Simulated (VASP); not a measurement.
A run of VASP 6.6.1 is set up as follows.

File POSCAR:

```
Mg3Sb2
1.0
    4.6316636900      0.0000000000      0.0000000000
   -2.3158318500      4.0111384200      0.0000000000
    0.0000000000      0.0000000000      7.3402382000
Mg Sb
3 2
Direct
    0.3333333300      0.6666666700      0.6335056500
    0.6666666700      0.3333333300      0.3664943500
    0.0000000000      0.0000000000      0.0000000000
    0.3333333300      0.6666666700      0.2286768400
    0.6666666700      0.3333333300      0.7713231600
```

INCAR.step1

```
SYSTEM = Mg3Sb2
ALGO = Normal ; EDIFF = 1E-5
EDIFFG = -0.01 ; ENCUT = 580
GGA = PE ; GGA_COMPAT = .False.
IBRION = 2 ; ISMEAR = -1
LASPH = .True. ; LCHARG = .False.
LREAL = .False. ; LWAVE = .True.
NELM = 120 ; NELMIN = 4
NSW = 100 ; PREC = Accurate
SIGMA = 0.02
```

Contents of INCAR.step2:

```
SYSTEM = Mg3Sb2
ALGO = Normal ; EDIFF = 1E-7
EDIFFG = -0.01 ; ENCUT = 580
GGA_COMPAT = .False. ; IBRION = 2
ISIF = 2 ; ISMEAR = -1
ISTART = 1 ; LASPH = .True.
LCHARG = .False. ; LMIXTAU = .True.
LREAL = .False. ; LWAVE = .False.
METAGGA = R2SCAN ; NELM = 120
NELMIN = 4 ; NSW = 50
PREC = Accurate ; SIGMA = 0.02
```

The input KPOINTS:

```
k-points
0
Gamma
  6 6 4
  0 0 0
```

Potentials or basis: VASP PAW PBE potentials, release 64 (Mg, Sb).

Command:

```console
$ cat potpaw_PBE.64/Mg/POTCAR potpaw_PBE.64/Sb/POTCAR > POTCAR
$ cp INCAR.step1 INCAR
$ mpirun -np 1 vasp_std > vasp.out
$ cp INCAR.step2 INCAR
$ mpirun -np 1 vasp_std > vasp.out
```

Task: Predict the energy gained by relaxing.

Result: 0.3 meV/atom.

Task: Predict the band gap on the k mesh.

Result: 0.61 eV (least direct gap 1.57 eV).

Stress tensor (GPa, compression positive):
```
-1.83  0.00  0.00
 0.00 -1.83  0.00
 0.00  0.00 -1.61
```

Caveat: semilocal functionals underestimate gaps, and a narrow one can read as zero; the PAW data sets were made with another functional, which shifts forces and pressure a little; spin-orbit coupling is left out, which moves the levels of the heavy elements. A k mesh can miss the band edges.
